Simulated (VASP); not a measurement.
# Tl (Pm-3n) in VASP: further runs

Runs on Tl. Level: PBEsol. Tasks: single point.

All numbers are computed with VASP 6.6.1; they aren't measurements. Logs are shortened: lines on timing, memory, paths and dates and some standing lists are left out, and cuts for length are marked.

## Step 1: The cell of the first run

The structure is cubic, space group Pm-3n (No. 223). The conventional cell has a = 6.244 Å, b = 6.244 Å, c = 6.244 Å, α = 90.00°, β = 90.00°, γ = 90.00°. Tl (site symmetry m-3) has 12 Tl at 3.49 Å within 4.6 Å. Within 4.1 Å of Tl (site symmetry -4m2) lie 14 Tl at 3.12 to 3.82 Å.

## Step 2: Single point, PBEsol

Input file INCAR:

```
SYSTEM = Tl
  PREC = Accurate
  ENCUT = 520
  EDIFF = 1E-6
  ISMEAR = 0
  SIGMA = 0.1
  LREAL = .False.
  LASPH = .True.
  NELM = 60
  ALGO = Fast
  ISIF = 2
  LWAVE = .False.
  LCHARG = .False.
  GGA = PS
  NBANDS = 62
```

Input file KPOINTS:

```
Automatic mesh
0
Gamma
  4 4 4
  0 0 0
```

Input file POSCAR:

```
Tl
1.0
    6.2441256393      0.0000000000      0.0000000000
    0.0000000000      6.2441256393      0.0000000000
    0.0000000000      0.0000000000      6.2441256393
Tl
8
Direct
    0.5000000000      0.5000000000      0.5000000000
    0.0000000000      0.0000000000      0.0000000000
    0.2500000000      0.0000000000      0.5000000000
    0.5000000000      0.2500000000      0.0000000000
    0.5000000000      0.7500000000      0.0000000000
    0.7500000000      0.0000000000      0.5000000000
    0.0000000000      0.5000000000      0.7500000000
    0.0000000000      0.5000000000      0.2500000000
```

Potentials or basis: VASP PAW PBE potentials, release 64 (Tl_d).

Run with:

```console
> cat potpaw_PBE.64/Tl_d/POTCAR > POTCAR
> mpirun -np 1 vasp_std > vasp.out
```

OUTCAR:

```text
SYSTEM = Tl
   PREC = Accurate
   ENCUT = 520
   EDIFF = 1E-6
   ISMEAR = 0
   LREAL = .False.
   LASPH = .True.
   NELM = 60
   ISIF = 2
   GGA = PS

 ion  position               nearest neighbor table
   1  0.500  0.500  0.500-   3 3.49   4 3.49   5 3.49   6 3.49   7 3.49   8 3.49   4 3.49   5 3.49
                             3 3.49   6 3.49   7 3.49   8 3.49
   2  0.000  0.000  0.000-   3 3.49   4 3.49   5 3.49   6 3.49   7 3.49   8 3.49   3 3.49   6 3.49
                             7 3.49   8 3.49   4 3.49   5 3.49
   3  0.250  0.000  0.500-   6 3.12   6 3.12   1 3.49   2 3.49   1 3.49   2 3.49   8 3.82   5 3.82
                             4 3.82   5 3.82   4 3.82   7 3.82   8 3.82   7 3.82
   4  0.500  0.250  0.000-   5 3.12   5 3.12   1 3.49   1 3.49   2 3.49   2 3.49   8 3.82   3 3.82
                             3 3.82   6 3.82   6 3.82   7 3.82   7 3.82   8 3.82
   5  0.500  0.750  0.000-   4 3.12   4 3.12   1 3.49   1 3.49   2 3.49   2 3.49   8 3.82   3 3.82
                             3 3.82   6 3.82   6 3.82   7 3.82   7 3.82   8 3.82
   6  0.750  0.000  0.500-   3 3.12   3 3.12   1 3.49   2 3.49   1 3.49   2 3.49   8 3.82   4 3.82
                             4 3.82   5 3.82   5 3.82   7 3.82   8 3.82   7 3.82
   7  0.000  0.500  0.750-   8 3.12   8 3.12   1 3.49   2 3.49   2 3.49   1 3.49   3 3.82   4 3.82
                             5 3.82   3 3.82   6 3.82   6 3.82   4 3.82   5 3.82
   8  0.000  0.500  0.250-   7 3.12   7 3.12   1 3.49   2 3.49   2 3.49   1 3.49   3 3.82   4 3.82
                             5 3.82   3 3.82   6 3.82   6 3.82   4 3.82   5 3.82

  LATTYP: Found a simple cubic cell.
 ALAT       =     6.2441256393

  Lattice vectors:

 A1 = (   6.2441256393,   0.0000000000,   0.0000000000)
 A2 = (   0.0000000000,   6.2441256393,   0.0000000000)
 A3 = (   0.0000000000,   0.0000000000,   6.2441256393)

Analysis of symmetry for initial positions (statically):
=====================================================================
 Subroutine PRICEL returns:
 Original cell was already a primitive cell.

 Routine SETGRP: Setting up the symmetry group for a
 simple cubic supercell.

 Subroutine GETGRP returns: Found 48 space group operations
 (whereof 24 operations were pure point group operations)
 out of a pool of 48 trial point group operations.

The static configuration has the point symmetry T_h .
 The point group associated with its full space group is O_h .

Analysis of symmetry for dynamics (positions and initial velocities):
=====================================================================
 Subroutine PRICEL returns:
 Original cell was already a primitive cell.

 Routine SETGRP: Setting up the symmetry group for a
 simple cubic supercell.

 Subroutine GETGRP returns: Found 48 space group operations
 (whereof 24 operations were pure point group operations)
 out of a pool of 48 trial point group operations.

The dynamic configuration has the point symmetry T_h .
 The point group associated with its full space group is O_h .

 Subroutine INISYM returns: Found 48 space group operations
 (whereof 24 operations are pure point group operations),
 and found     1 'primitive' translations

----------------------------------------------------------------------------------------

                                     Primitive cell

  volume of cell :     243.4529

  direct lattice vectors                    reciprocal lattice vectors
     6.244125639  0.000000000  0.000000000     0.160150525  0.000000000  0.000000000
     0.000000000  6.244125639  0.000000000     0.000000000  0.160150525  0.000000000
     0.000000000  0.000000000  6.244125639     0.000000000  0.000000000  0.160150525

  length of vectors
     6.244125639  6.244125639  6.244125639     0.160150525  0.160150525  0.160150525

  position of ions in fractional coordinates (direct lattice)
     0.500000000  0.500000000  0.500000000
     0.000000000  0.000000000  0.000000000
     0.250000000  0.000000000  0.500000000
     0.500000000  0.250000000  0.000000000
     0.500000000  0.750000000  0.000000000
     0.750000000  0.000000000  0.500000000
     0.000000000  0.500000000  0.750000000
     0.000000000  0.500000000  0.250000000

  ion indices of the primitive-cell ions
   primitive index   ion index
                 1           1
                 2           2
                 3           3
                 4           4
                 5           5
                 6           6
                 7           7
                 8           8

----------------------------------------------------------------------------------------

 KPOINTS: Automatic mesh

Automatic generation of k-mesh.
 Grid dimensions read from file:
 generate k-points for:    4    4    4

 Generating k-lattice:

  Cartesian coordinates                     Fractional coordinates (reciprocal lattice)
     0.040037631  0.000000000  0.000000000     0.250000000  0.000000000  0.000000000
     0.000000000  0.040037631  0.000000000     0.000000000  0.250000000  0.000000000
     0.000000000  0.000000000  0.040037631     0.000000000  0.000000000  0.250000000

  Length of vectors
     0.040037631  0.040037631  0.040037631

  Shift w.r.t. Gamma in fractional coordinates (k-lattice)
     0.000000000  0.000000000  0.000000000

 Subroutine IBZKPT returns following result:
 ===========================================

 Found     10 irreducible k-points:

 Following reciprocal coordinates:
            Coordinates               Weight
  0.000000  0.000000  0.000000      1.000000
  0.250000  0.000000  0.000000      6.000000
  0.500000  0.000000  0.000000      3.000000
  0.250000  0.250000  0.000000     12.000000
  0.500000  0.250000  0.000000     12.000000
  0.500000  0.500000  0.000000      3.000000
  0.250000  0.250000  0.250000      8.000000
  0.500000  0.250000  0.250000     12.000000
  0.500000  0.500000  0.250000      6.000000
  0.500000  0.500000  0.500000      1.000000
   k-points           NKPTS =     10   k-points in BZ     NKDIM =     10   number of bands    NBANDS=     62
   number of dos      NEDOS =    301   number of ions     NIONS =      8
   total plane-waves  NPLWV = 110592
   dimension x,y,z NGX =    48 NGY =   48 NGZ =   48
   dimension x,y,z NGXF=    96 NGYF=   96 NGZF=   96
   ions per type =               8
   NGX,Y,Z   is equivalent  to a cutoff of  12.78, 12.78, 12.78 a.u.
   NGXF,Y,Z  is equivalent  to a cutoff of  25.56, 25.56, 25.56 a.u.
 SYSTEM =  Tl
   PREC   = accura    normal or accurate (medium, high low for compatibility)
   ISTART =      0    job   : 0-new  1-cont  2-samecut
   ICHARG =      2    charge: 1-file 2-atom 10-const
   ISPIN  =      1    spin polarized calculation?
   LNONCOLLINEAR =      F non collinear calculations
   LSORBIT =      F    spin-orbit coupling
   LASPH  =      T    aspherical Exc in radial PAW
   ENCUT  =  520.0 eV  38.22 Ry    6.18 a.u.  11.61 11.61 11.61*2*pi/ulx,y,z
   NELM   =     60;   NELMIN=  2; NELMDL= -5     # of ELM steps
   EDIFF  = 0.1E-05   stopping-criterion for ELM
   LREAL  =      F    real-space projection
   EDIFFG = 0.1E-04   stopping-criterion for IOM
   NSW    =      0    number of steps for IOM
   IBRION =     -1    ionic relax: 0-MD 1-quasi-New 2-CG
   NFREE  =      0    steps in history (QN), initial steepest desc. (CG)
   ISIF   =      2    stress and relaxation
   ISYM   =      2    0-nonsym 1-usesym 2-fastsym
   POTIM  = 0.5000    time-step for ionic-motion
   TEBEG  =    0.0;   TEEND  =   0.0 temperature during run
   PSTRESS=    0.0 pullay stress
   NELECT =     104.0000    total number of electrons
   NUPDOWN=      -1.0000    fix difference up-down
   EMIN   =  10.00;   EMAX   =-10.00  energy-range for DOS
   EFERMI =   0.00;   METHOD = LEGACY
   ISMEAR =     0;   SIGMA  =   0.10  broadening in eV -4-tet -1-fermi 0-gaus
   EFERMI_NEDOS =   21; number of points for ismear=-14 and -15
   IALGO  =     68    algorithm
   IMIX   =      4    mixing-type and parameters
     AMIX     =   0.40;   BMIX     =  1.00
     AMIX_MAG =   1.60;   BMIX_MAG =  1.00
  volume/ion in A,a.u.               =      30.43       205.36
  Fermi-wavevector in a.u.,A,eV,Ry     =   1.232956  2.329949 20.683318  1.520181
  Thomas-Fermi vector in A             =   2.367706
   LORBIT       =      0    0 simple, 1 ext, 2 COOP (PROOUT), +10 PAW based schemes
   GGA     = PS    functional components
   LHFCALC =     F    Hartree Fock is set to
   AEXX    =    0.0000 exact exchange contribution
   IVDW    =     0    specifies the selected vdW correction
   LEPSILON=     F    determine dielectric tensor
   LRPA    =     F    only Hartree local field effects (RPA)
 non-spin polarized calculation
 RMM-DIIS sequential band-by-band and
 Gauss-broadening in eV      SIGMA  =   0.10
  energy-cutoff  :      520.00
  volume of cell :      243.45
 maximum number of plane-waves:      6704
 NGX is ok and might be reduce to    48
   NGX = 23   NGY = 23   NGZ = 23

 number of electron     103.9999951 magnetization

 Free energy of the ion-electron system (eV)
  ---------------------------------------------------
  ext. energy  EPLUGINS =         0.00000000
  ---------------------------------------------------
  free energy    TOTEN  =       -20.94445383 eV

  energy without entropy =      -20.93123367  energy(sigma->0) =      -20.93784375

 E-fermi :   5.7255     XC(G=0): -10.0505

 val. band max:        5.5730727452   @ k =   0.5000   0.2500   0.0000
 cond. band min:       5.7425559531   @ k =   0.5000   0.5000   0.2500
 fundamental gap:      0.1694832079
 Fermi energy:         5.7254637396

 k-point     1 :       0.0000    0.0000    0.0000
  band No.  band energies     occupation
      1      -6.1749      2.00000
      2      -6.1749      2.00000
      3      -6.1560      2.00000
      4      -5.8852      2.00000
      5      -5.8852      2.00000
      6      -5.8852      2.00000
[... 54 lines left out ...]
     61      10.1468      0.00000
     62      10.1468      0.00000

 k-point     2 :       0.2500    0.0000    0.0000
  band No.  band energies     occupation
      1      -6.1694      2.00000
      2      -6.1587      2.00000
      3      -6.0232      2.00000
      4      -5.9409      2.00000
      5      -5.8558      2.00000
      6      -5.8558      2.00000
[... 519 lines left out ...]
      6      -5.8173      2.00000
[... 54 lines left out ...]
     61       9.7844      0.00000
     62       9.7844      0.00000

------------------------ aborting loop because EDIFF is reached ----------------------------------------

  FORCE on cell =-STRESS in cart. coord.  units (eV):
  Direction    XX          YY          ZZ          XY          YZ          ZX
  --------------------------------------------------------------------------------------
  -------------------------------------------------------------------------------------
  Total       -2.6121588     -2.6121588     -2.6121588     -0.0000000      0.0000000      0.0000000
  in kB      -17.1907673    -17.1907673    -17.1907673     -0.0000000      0.0000000      0.0000000
  external PRESSURE =     -17.1907673 kB  Pullay stress =       0.0000000 kB

 VOLUME and BASIS-vectors are now :
 -----------------------------------------------------------------------------
  energy-cutoff  :      520.00
  volume of cell :      243.45
      direct lattice vectors                 reciprocal lattice vectors
     6.244125639  0.000000000  0.000000000     0.160150525  0.000000000  0.000000000
     0.000000000  6.244125639  0.000000000     0.000000000  0.160150525  0.000000000
     0.000000000  0.000000000  6.244125639     0.000000000  0.000000000  0.160150525

 POSITION                                       TOTAL-FORCE (eV/Angst)
 -----------------------------------------------------------------------------------
      3.12206      3.12206      3.12206        -0.000000     -0.000000     -0.000000
      0.00000      0.00000      0.00000        -0.000000     -0.000000     -0.000000
      1.56103      0.00000      3.12206        -0.000000     -0.000000     -0.000000
      3.12206      1.56103      0.00000        -0.000000      0.000000      0.000000
      3.12206      4.68309      0.00000         0.000000     -0.000000      0.000000
      4.68309      0.00000      3.12206         0.000000      0.000000      0.000000
      0.00000      3.12206      4.68309        -0.000000      0.000000     -0.000000
      0.00000      3.12206      1.56103         0.000000     -0.000000      0.000000
 -----------------------------------------------------------------------------------
    total drift:                                0.000000     -0.000000      0.000000

  FREE ENERGIE OF THE ION-ELECTRON SYSTEM (eV)
  ---------------------------------------------------
  free  energy   TOTEN  =       -20.9444538343 eV

  energy  without entropy=      -20.9312336703  energy(sigma->0) =      -20.93784375
```

Run time: 3.9 min. Hardware: 1 thread of Oxide Virtual Turin-like, shared host; peak memory 0.33 GiB.

Results:

```
Free energy            : -20.9445 eV
Pressure               : -1.7 GPa
Band gap on the k mesh : zero (band 52 reaches 7.34 eV, above the bottom of band 53 at 4.92 eV)
```

Caveat: the PAW data sets were made with another functional, which shifts forces and pressure a little; spin-orbit coupling is left out, which moves the levels of the heavy elements.

## Step 3: Single point, PBEsol

This run uses another cell than the first one, of 29.05 Å³/atom, 0.954 times its volume.

Input file INCAR:

```
  PREC = Accurate
  ENCUT = 520
  EDIFF = 1E-6
  ISMEAR = 0
  SIGMA = 0.1
  LREAL = False
  LASPH = True
  NELM = 100
  ALGO = Fast
  ISIF = 2
  LWAVE = False
  LCHARG = False
  GGA = PS
  NBANDS = 62
```

Input file KPOINTS:

```
Automatic mesh
0
Gamma
  6 6 6
```

POSCAR, as its differences from that of step 2:

```diff
@@ -2,5 +2,5 @@
 1.0
-    6.2441256393      0.0000000000      0.0000000000
-    0.0000000000      6.2441256393      0.0000000000
-    0.0000000000      0.0000000000      6.2441256393
+    6.1478593902      0.0000000000      0.0000000000
+    0.0000000000      6.1478593902      0.0000000000
+    0.0000000000      0.0000000000      6.1478593902
 Tl
```

Potentials or basis: VASP PAW PBE potentials, release 64 (Tl_d).

Run with:

```console
> cat potpaw_PBE.64/Tl_d/POTCAR > POTCAR
> mpirun -np 1 vasp_std > vasp.out
```

Wall time 6.4 min (1 thread of Oxide Virtual Turin-like, shared host); peak memory 0.38 GiB.

The run converged. Its results:

```
Free energy            : -20.6880 eV
Pressure               : -0.1 GPa
Band gap on the k mesh : zero (band 52 reaches 7.93 eV, above the bottom of band 53 at 5.32 eV)
```

Levels at points of the mesh, in eV from the Fermi level:
```tsv
k point	band 48	band 49	band 50	band 51	band 52	band 53	band 54	band 55	band 56	band 57
(0.00, 0.00, 0.00)	-3.45	-1.18	-1.18	-1.18	-0.90	-0.90	0.62	0.62	0.62	1.73
(0.50, 0.00, 0.00)	-4.10	-2.30	-2.30	-0.61	-0.61	0.18	0.18	1.52	1.52	2.33
(0.50, 0.50, 0.00)	-3.74	-2.18	-1.33	-1.33	-0.51	1.34	1.67	2.11	2.11	2.53
(0.50, 0.50, 0.50)	-6.52	1.71	1.71	1.71	1.71	1.71	1.71	2.08	2.08	4.08
```

Caveat: the PAW data sets were made with another functional, which shifts forces and pressure a little; spin-orbit coupling is left out, which moves the levels of the heavy elements.
